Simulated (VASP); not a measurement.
A run of VASP 6.6.1 is set up as follows.

INCAR

```
SYSTEM = CaB2
PREC = Accurate
ENCUT = 520
EDIFF = 1E-6
ISMEAR = 0
SIGMA = 0.1
LREAL = .FALSE.
LASPH = .TRUE.
NELM = 100
ALGO = Normal
ISIF = 2
LWAVE = .FALSE.
LCHARG = .FALSE.
GGA = PS
NBANDS = 15
```

KPOINTS

```
regular mesh
0
G
  15 15 10
  0 0 0
```

The input POSCAR:

```
CaB2
1.0
    3.3097689785      0.0000000000      0.0000000000
   -1.6548844892      2.8663440160      0.0000000000
    0.0000000000      0.0000000000      4.2944744954
Ca B
1 2
Direct
    0.0000000000      0.0000000000      0.0000000000
    0.3333333300      0.6666666700      0.5000000000
    0.6666666700      0.3333333300      0.5000000000
```

Potentials or basis: VASP PAW PBE potentials, release 64 (Ca_sv, B).

Run with:

```bash
$ cat potpaw_PBE.64/Ca_sv/POTCAR potpaw_PBE.64/B/POTCAR > POTCAR
$ mpirun -np 1 vasp_std > vasp.out
```

What does it give for the pressure?

-12.7 GPa.

What does it give for the band gap on the k mesh?

Zero (bands 8 and 9 overlap by 1.65 eV).

Stress tensor (GPa, compression positive):
```
-11.32   0.00   0.00
  0.00 -11.32   0.00
  0.00   0.00 -15.38
```

Caveat: the cell differs from its parent crystal (strained); the cell stands under tension; the PAW data sets were made with another functional, which shifts forces and pressure a little.
